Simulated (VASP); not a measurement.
# TaN in VASP: a series of runs

TaN is run at these levels: PBEsol; tasks: electric field gradients.

Everything below comes from runs of VASP 6.6.1. Logs are shortened: lines on timing, memory, paths and dates and some standing lists are left out, and cuts for length are marked.

**1. The cell of the first run**

It takes space group Fm-3m (No. 225, cubic). The conventional cell has a = 4.343 Å, b = 4.343 Å, c = 4.343 Å, α = 90.00°, β = 90.00°, γ = 90.00°. Ta (site symmetry m-3m) has 6 N at 2.17 Å within 2.9 Å. Within 2.9 Å of N (site symmetry m-3m) lie 6 Ta at 2.17 Å.

**2. Electric field gradients, PBEsol (10.24 Å³/atom)**

Input file INCAR:

```
SYSTEM = TaN
PREC = Accurate
ENCUT = 520
EDIFF = 1E-8
ISMEAR = -1
SIGMA = 0.02
LREAL = .FALSE.
LASPH = .TRUE.
NELM = 120
ALGO = Normal
ISIF = 2
LWAVE = .FALSE.
LCHARG = .FALSE.
GGA = PS
LEFG = .TRUE.
NBANDS = 16
GGA_COMPAT = .FALSE.
```

Input file KPOINTS:

```
regular mesh
0
G
  9 9 9
  0 0 0
```

Input file POSCAR:

```
TaN
1.0
    0.0000000000      2.1717123202      2.1717123202
    2.1717123202      0.0000000000      2.1717123202
    2.1717123202      2.1717123202      0.0000000000
Ta N
1 1
Direct
    0.5000000000      0.5000000000      0.5000000000
    0.0000000000      0.0000000000      0.0000000000
```

Potentials or basis: VASP PAW PBE potentials, release 64 (Ta_sv_GW, N).

Launch:

```sh
$ cat potpaw_PBE.64/Ta_sv_GW/POTCAR potpaw_PBE.64/N/POTCAR > POTCAR
$ mpirun -np 1 vasp_std > vasp.out
```

OUTCAR:

```text
SYSTEM = TaN
   PREC = Accurate
   ENCUT = 520
   EDIFF = 1E-8
   ISMEAR = -1
   LREAL = .FALSE.
   LASPH = .TRUE.
   NELM = 120
   ISIF = 2
   GGA = PS

 ion  position               nearest neighbor table
   1  0.500  0.500  0.500-   2 2.17   2 2.17   2 2.17   2 2.17   2 2.17   2 2.17
   2  0.000  0.000  0.000-   1 2.17   1 2.17   1 2.17   1 2.17   1 2.17   1 2.17

  LATTYP: Found a face centered cubic cell.
 ALAT       =     4.3434246404

  Lattice vectors:

 A1 = (   0.0000000000,   2.1717123202,   2.1717123202)
 A2 = (   2.1717123202,   0.0000000000,   2.1717123202)
 A3 = (   2.1717123202,   2.1717123202,   0.0000000000)

Analysis of symmetry for initial positions (statically):
=====================================================================
 Subroutine PRICEL returns:
 Original cell was already a primitive cell.

 Routine SETGRP: Setting up the symmetry group for a
 face centered cubic supercell.

 Subroutine GETGRP returns: Found 48 space group operations
 (whereof 48 operations were pure point group operations)
 out of a pool of 48 trial point group operations.

The static configuration has the point symmetry O_h .

Analysis of symmetry for dynamics (positions and initial velocities):
=====================================================================
 Subroutine PRICEL returns:
 Original cell was already a primitive cell.

 Routine SETGRP: Setting up the symmetry group for a
 face centered cubic supercell.

 Subroutine GETGRP returns: Found 48 space group operations
 (whereof 48 operations were pure point group operations)
 out of a pool of 48 trial point group operations.

The dynamic configuration has the point symmetry O_h .

 Subroutine INISYM returns: Found 48 space group operations
 (whereof 48 operations are pure point group operations),
 and found     1 'primitive' translations

----------------------------------------------------------------------------------------

                                     Primitive cell

  volume of cell :      20.4850

  direct lattice vectors                    reciprocal lattice vectors
     0.000000000  2.171712320  2.171712320    -0.230233072  0.230233072  0.230233072
     2.171712320  0.000000000  2.171712320     0.230233072 -0.230233072  0.230233072
     2.171712320  2.171712320  0.000000000     0.230233072  0.230233072 -0.230233072

  length of vectors
     3.071265017  3.071265017  3.071265017     0.398775379  0.398775379  0.398775379

  position of ions in fractional coordinates (direct lattice)
     0.500000000  0.500000000  0.500000000
     0.000000000  0.000000000  0.000000000

  ion indices of the primitive-cell ions
   primitive index   ion index
                 1           1
                 2           2

----------------------------------------------------------------------------------------

 KPOINTS: regular mesh

Automatic generation of k-mesh.
 Grid dimensions read from file:
 generate k-points for:    9    9    9

 Generating k-lattice:

  Cartesian coordinates                     Fractional coordinates (reciprocal lattice)
    -0.025581452  0.025581452  0.025581452     0.111111111  0.000000000  0.000000000
     0.025581452 -0.025581452  0.025581452     0.000000000  0.111111111  0.000000000
     0.025581452  0.025581452 -0.025581452     0.000000000  0.000000000  0.111111111

  Length of vectors
     0.044308375  0.044308375  0.044308375

  Shift w.r.t. Gamma in fractional coordinates (k-lattice)
     0.000000000  0.000000000  0.000000000

 Subroutine IBZKPT returns following result:
 ===========================================

 Found     35 irreducible k-points:

 Following reciprocal coordinates:
            Coordinates               Weight
  0.000000  0.000000  0.000000      1.000000
  0.111111  0.000000  0.000000      8.000000
  0.222222  0.000000  0.000000      8.000000
  0.333333  0.000000  0.000000      8.000000
  0.444444  0.000000  0.000000      8.000000
  0.111111  0.111111  0.000000      6.000000
[... 16 lines left out ...]
 -0.333333  0.333333  0.000000     12.000000
  0.444444  0.444444  0.000000      6.000000
 [... further k-points ...]
   k-points           NKPTS =     35   k-points in BZ     NKDIM =     35   number of bands    NBANDS=     16
   number of dos      NEDOS =    301   number of ions     NIONS =      2
   total plane-waves  NPLWV =  13824
   dimension x,y,z NGX =    24 NGY =   24 NGZ =   24
   dimension x,y,z NGXF=    48 NGYF=   48 NGZF=   48
   ions per type =               1   1
   NGX,Y,Z   is equivalent  to a cutoff of  12.99, 12.99, 12.99 a.u.
   NGXF,Y,Z  is equivalent  to a cutoff of  25.98, 25.98, 25.98 a.u.
 SYSTEM =  TaN
   PREC   = accura    normal or accurate (medium, high low for compatibility)
   ISTART =      0    job   : 0-new  1-cont  2-samecut
   ICHARG =      2    charge: 1-file 2-atom 10-const
   ISPIN  =      1    spin polarized calculation?
   LNONCOLLINEAR =      F non collinear calculations
   LSORBIT =      F    spin-orbit coupling
   LASPH  =      T    aspherical Exc in radial PAW
   ENCUT  =  520.0 eV  38.22 Ry    6.18 a.u.   5.71  5.71  5.71*2*pi/ulx,y,z
   NELM   =    120;   NELMIN=  2; NELMDL= -5     # of ELM steps
   EDIFF  = 0.1E-07   stopping-criterion for ELM
   LREAL  =      F    real-space projection
   EDIFFG = 0.1E-06   stopping-criterion for IOM
   NSW    =      0    number of steps for IOM
   IBRION =     -1    ionic relax: 0-MD 1-quasi-New 2-CG
   NFREE  =      0    steps in history (QN), initial steepest desc. (CG)
   ISIF   =      2    stress and relaxation
   ISYM   =      2    0-nonsym 1-usesym 2-fastsym
   POTIM  = 0.5000    time-step for ionic-motion
   TEBEG  =    0.0;   TEEND  =   0.0 temperature during run
   PSTRESS=    0.0 pullay stress
   NELECT =      18.0000    total number of electrons
   NUPDOWN=      -1.0000    fix difference up-down
   EMIN   =  10.00;   EMAX   =-10.00  energy-range for DOS
   EFERMI =   0.00;   METHOD = LEGACY
   ISMEAR =    -1;   SIGMA  =   0.02  broadening in eV -4-tet -1-fermi 0-gaus
   EFERMI_NEDOS =   21; number of points for ismear=-14 and -15
   IALGO  =     38    algorithm
   IMIX   =      4    mixing-type and parameters
     AMIX     =   0.40;   BMIX     =  1.00
     AMIX_MAG =   1.60;   BMIX_MAG =  1.00
  volume/ion in A,a.u.               =      10.24        69.12
  Fermi-wavevector in a.u.,A,eV,Ry     =   1.568026  2.963140 33.452737  2.458707
  Thomas-Fermi vector in A             =   2.670119
   LORBIT       =      0    0 simple, 1 ext, 2 COOP (PROOUT), +10 PAW based schemes
   GGA     = PS    functional components
   LHFCALC =     F    Hartree Fock is set to
   AEXX    =    0.0000 exact exchange contribution
   IVDW    =     0    specifies the selected vdW correction
   LEPSILON=     F    determine dielectric tensor
   LRPA    =     F    only Hartree local field effects (RPA)
 non-spin polarized calculation
  energy-cutoff  :      520.00
  volume of cell :       20.49
 maximum number of plane-waves:       560
   NGX = 11   NGY = 11   NGZ = 11

 number of electron      18.0000001 magnetization

 Free energy of the ion-electron system (eV)
  ---------------------------------------------------
  ext. energy  EPLUGINS =         0.00000000
  ---------------------------------------------------
  free energy    TOTEN  =       -25.74506511 eV

  energy without entropy =      -25.74401633  energy(sigma->0) =      -25.74454072

 E-fermi :  14.1193     XC(G=0): -14.1790

 val. band max:       14.0057588457   @ k =  -0.4444   0.2222   0.1111
 cond. band min:      14.1479145879   @ k =  -0.2222   0.2222   0.0000
 fundamental gap:      0.1421557423
 Fermi energy:        14.1192658224

 k-point     1 :       0.0000    0.0000    0.0000
  band No.  band energies     occupation
      1     -55.2129      2.00000
      2     -21.3911      2.00000
      3     -21.3911      2.00000
      4     -21.3911      2.00000
      5      -4.8687      2.00000
      6      10.3263      2.00000
[... 8 lines left out ...]
     15      23.3651      0.00000
     16      39.1023      0.00000

 k-point     2 :       0.1111    0.0000    0.0000
  band No.  band energies     occupation
      1     -55.2050      2.00000
      2     -21.5167      2.00000
      3     -21.4021      2.00000
      4     -21.4021      2.00000
      5      -4.5499      2.00000
      6       8.9848      2.00000
[... 8 lines left out ...]
     15      24.2986      0.00000
     16      35.6757      0.00000

 k-point     3 :       0.2222    0.0000    0.0000
  band No.  band energies     occupation
      1     -55.1850      2.00000
      2     -21.8219      2.00000
      3     -21.4302      2.00000
      4     -21.4302      2.00000
      5      -3.7015      2.00000
      6       6.8814      2.00000
[... 8 lines left out ...]
     15      26.3285      0.00000
     16      32.2145      0.00000

 k-point     4 :       0.3333    0.0000    0.0000
  band No.  band energies     occupation
      1     -55.1621      2.00000
      2     -22.1492      2.00000
      3     -21.4617      2.00000
      4     -21.4617      2.00000
      5      -2.6040      2.00000
      6       4.9756      2.00000
[... 8 lines left out ...]
     15      26.5886      0.00000
     16      29.5077      0.00000

 k-point     5 :       0.4444    0.0000    0.0000
  band No.  band energies     occupation
      1     -55.1471      2.00000
      2     -22.3538      2.00000
      3     -21.4820      2.00000
      4     -21.4820      2.00000
      5      -1.7149      2.00000
      6       3.7133      2.00000
[... 8 lines left out ...]
     15      26.3791      0.00000
     16      26.8555      0.00000

 k-point     6 :       0.1111    0.1111    0.0000
  band No.  band energies     occupation
      1     -55.2024      2.00000
      2     -21.5092      2.00000
      3     -21.4299      2.00000
      4     -21.4299      2.00000
      5      -4.4647      2.00000
      6       8.1715      2.00000
[... 8 lines left out ...]
     15      24.5977      0.00000
     16      35.6019      0.00000
[... 267 lines left out ...]
 k-point    21 :       0.4444    0.3333    0.0000
  band No.  band energies     occupation
      1     -55.1329      2.00000
      2     -22.1445      2.00000
      3     -21.7161      2.00000
      4     -21.6651      2.00000
      5      -3.2790      2.00000
      6       6.5203      2.00000
[... 8 lines left out ...]
     15      24.3789      0.00000
     16      29.8395      0.00000

 k-point    22 :      -0.4444    0.3333    0.0000
  band No.  band energies     occupation
      1     -55.1261      2.00000
      2     -22.1355      2.00000
      3     -21.8632      2.00000
      4     -21.6451      2.00000
      5      -2.9835      2.00000
      6       6.4319      2.00000
[... 8 lines left out ...]
     15      24.4158      0.00000
     16      28.5344      0.00000

 k-point    23 :      -0.3333    0.3333    0.0000
  band No.  band energies     occupation
      1     -55.1283      2.00000
      2     -22.0447      2.00000
      3     -21.9905      2.00000
      4     -21.5863      2.00000
      5      -2.5661      2.00000
      6       5.4793      2.00000
[... 8 lines left out ...]
     15      25.6979      0.00000
     16      25.7664      0.00000

 k-point    24 :       0.4444    0.4444    0.0000
  band No.  band energies     occupation
      1     -55.1257      2.00000
      2     -22.2086      2.00000
      3     -21.7087      2.00000
      4     -21.7087      2.00000
      5      -3.5537      2.00000
      6       7.2669      2.00000
[... 8 lines left out ...]
     15      23.6347      0.00000
     16      30.5666      0.00000

 [... further k-points ...]
[... 5 lines left out ...]
  --------------------------------------------------------------------------------------
  -------------------------------------------------------------------------------------
  Total        1.0298950      1.0298950      1.0298950      0.0000000     -0.0000000     -0.0000000
  in kB       80.5502021     80.5502021     80.5502021      0.0000000     -0.0000000     -0.0000000
  external PRESSURE =      80.5502021 kB  Pullay stress =       0.0000000 kB

 VOLUME and BASIS-vectors are now :
 -----------------------------------------------------------------------------
  energy-cutoff  :      520.00
  volume of cell :       20.49
      direct lattice vectors                 reciprocal lattice vectors
     0.000000000  2.171712320  2.171712320    -0.230233072  0.230233072  0.230233072
     2.171712320  0.000000000  2.171712320     0.230233072 -0.230233072  0.230233072
     2.171712320  2.171712320  0.000000000     0.230233072  0.230233072 -0.230233072

 POSITION                                       TOTAL-FORCE (eV/Angst)
 -----------------------------------------------------------------------------------
      2.17171      2.17171      2.17171         0.000000      0.000000      0.000000
      0.00000      0.00000      0.00000         0.000000      0.000000      0.000000
 -----------------------------------------------------------------------------------
    total drift:                                0.000000     -0.000000      0.000000

  FREE ENERGIE OF THE ION-ELECTRON SYSTEM (eV)
  ---------------------------------------------------
  free  energy   TOTEN  =       -25.7450651051 eV

  energy  without entropy=      -25.7440163265  energy(sigma->0) =      -25.74454072

 Electric field gradients (V/A^2)
---------------------------------------------------------------------
 ion       V_xx      V_yy      V_zz      V_xy      V_xz      V_yz
---------------------------------------------------------------------
   1      -0.000    -0.000    -0.000     0.000     0.000     0.000
   2      -0.000     0.000     0.000    -0.000    -0.000    -0.000
---------------------------------------------------------------------

 Electric field gradients after diagonalization (V/A^2)
 (convention: |V_zz| > |V_xx| > |V_yy|)
----------------------------------------------------------------------
 ion       V_xx      V_yy      V_zz     asymmetry (V_yy - V_xx)/ V_zz
----------------------------------------------------------------------
   1      -0.000    -0.000     0.000       0.000
   2       0.000     0.000    -0.001       0.000
----------------------------------------------------------------------

           NMR quadrupolar parameters

 Cq : quadrupolar parameter    Cq=e*Q*V_zz/h
 eta: asymmetry parameters     (V_yy - V_xx)/ V_zz
 Q  : nuclear electric quadrupole moment in mb (millibarn)
----------------------------------------------------------------------
 ion       Cq(MHz)       eta       Q (mb)
----------------------------------------------------------------------
   1       0.000       0.000       1.000
   2      -0.000       0.000       1.000
----------------------------------------------------------------------
```

It took 25 s on 1 thread of Intel Xeon Platinum 8259CL at 2.50GHz (Skylake/Cascade Lake), shared host; peak memory 0.15 GiB.

Results:

```
Free energy                             : -25.7451 eV
Pressure                                : 8.1 GPa
Band gap on the k mesh                  : zero (bands 9 and 10 overlap by 3.87 eV)
Largest electric field gradient by atom : under 0.05 V/Å² on every atom
```

Caveat: the cell stands under pressure; the PAW data sets were made with another functional, which shifts forces and pressure a little; spin-orbit coupling is left out, which moves the levels of the heavy elements.

**3. Electric field gradients, PBEsol (zz strain of +2 %)**

Input file INCAR:

```
  ALGO = Normal
  EDIFF = 1E-8
  ENCUT = 520
  GGA = PS
  GGA_COMPAT = False
  ISIF = 2
  ISMEAR = -1
  LASPH = True
  LCHARG = False
  LEFG = True
  LREAL = False
  LWAVE = False
  NBANDS = 16
  NELM = 120
  PREC = Accurate
  SIGMA = 0.02
```

Input file KPOINTS:

```
k-points
0
Gamma
  9 9 9
```

Input file POSCAR:

```
TaN
1.0
    0.0000000000      2.1790000000      2.2225800000
    2.1790000000      0.0000000000      2.2225800000
    2.1790000000      2.1790000000      0.0000000000
Ta N
1 1
Direct
    0.5000000000      0.5000000000      0.5000000000
    0.0000000000      0.0000000000      0.0000000000
```

Potentials or basis: VASP PAW PBE potentials, release 64 (Ta_sv_GW, N).

Launch:

```sh
$ cat potpaw_PBE.64/Ta_sv_GW/POTCAR potpaw_PBE.64/N/POTCAR > POTCAR
$ mpirun -np 1 vasp_std > vasp.out
```

OUTCAR:

```text
EDIFF = 1E-8
   ENCUT = 520
   GGA = PS
   ISIF = 2
   ISMEAR = -1
   LASPH = True
   LREAL = False
   NELM = 120
   PREC = Accurate

 ion  position               nearest neighbor table
   1  0.500  0.500  0.500-   2 2.18   2 2.18   2 2.18   2 2.18   2 2.22   2 2.22
   2  0.000  0.000  0.000-   1 2.18   1 2.18   1 2.18   1 2.18   1 2.22   1 2.22

  LATTYP: Found a body centered tetragonal cell.
 ALAT       =     3.0815713524
 C/A-ratio  =     1.4424978336

  Lattice vectors:

 A1 = (  -2.1790000000,   0.0000000000,   2.2225800000)
 A2 = (   2.1790000000,   0.0000000000,   2.2225800000)
[... 668 lines left out ...]
  free  energy   TOTEN  =       -25.7444981210 eV

  energy  without entropy=      -25.7425843193  energy(sigma->0) =      -25.74354122

 Electric field gradients (V/A^2)
---------------------------------------------------------------------
 ion       V_xx      V_yy      V_zz      V_xy      V_xz      V_yz
---------------------------------------------------------------------
   1     -46.823   -46.823    93.646     0.000     0.000     0.000
   2      -3.293    -3.293     6.585     0.000     0.000     0.000
---------------------------------------------------------------------

 Electric field gradients after diagonalization (V/A^2)
 (convention: |V_zz| > |V_xx| > |V_yy|)
----------------------------------------------------------------------
 ion       V_xx      V_yy      V_zz     asymmetry (V_yy - V_xx)/ V_zz
----------------------------------------------------------------------
   1     -46.823   -46.822    93.646       0.000
   2      -3.293    -3.292     6.585       0.000
----------------------------------------------------------------------

           NMR quadrupolar parameters

 Cq : quadrupolar parameter    Cq=e*Q*V_zz/h
 eta: asymmetry parameters     (V_yy - V_xx)/ V_zz
 Q  : nuclear electric quadrupole moment in mb (millibarn)
----------------------------------------------------------------------
 ion       Cq(MHz)       eta       Q (mb)
----------------------------------------------------------------------
   1       0.226       0.000       1.000
   2       0.016       0.000       1.000
----------------------------------------------------------------------
```

It took 26 s on 1 thread of AMD EPYC 7R13 (Zen 3), shared host; peak memory 0.13 GiB.

Results:

```yaml
Free_energy: -25.7445 eV
Pressure: -2.7 GPa
Band_gap_on_the_k_mesh: zero (bands 9 and 10 overlap by 3.62 eV)
Largest_electric_field_gradient_by_atom: Ta +93.6; N +6.6 V/Å²
```

Levels at points of the mesh, in eV from the Fermi level:
| k point | band 7 | band 8 | band 9 | band 10 | band 11 | band 12 |
| --- | --- | --- | --- | --- | --- | --- |
| (0.00, 0.00, 0.00) | -3.68 | -3.68 | -2.19 | -1.94 | -1.94 | -0.07 |

Electric field gradients, principal values (V/Å²):
| atom | least | middle | greatest (by size) |
| --- | --- | --- | --- |
| 1 Ta | -46.822 | -46.823 | 93.646 |
| 2 N | -3.292 | -3.293 | 6.585 |

Caveat: the cell differs from its parent crystal (zz strain of +2 %); the stress differs along the axes, from -12 to 2 GPa; without QUAD_EFG the Cq values of the log hold for a quadrupole moment of 1 mb, not for the nuclei; the PAW data sets were made with another functional, which shifts forces and pressure a little; spin-orbit coupling is left out, which moves the levels of the heavy elements.

The gap in the log of VASP goes by the Fermi energy; the results here count the filled bands.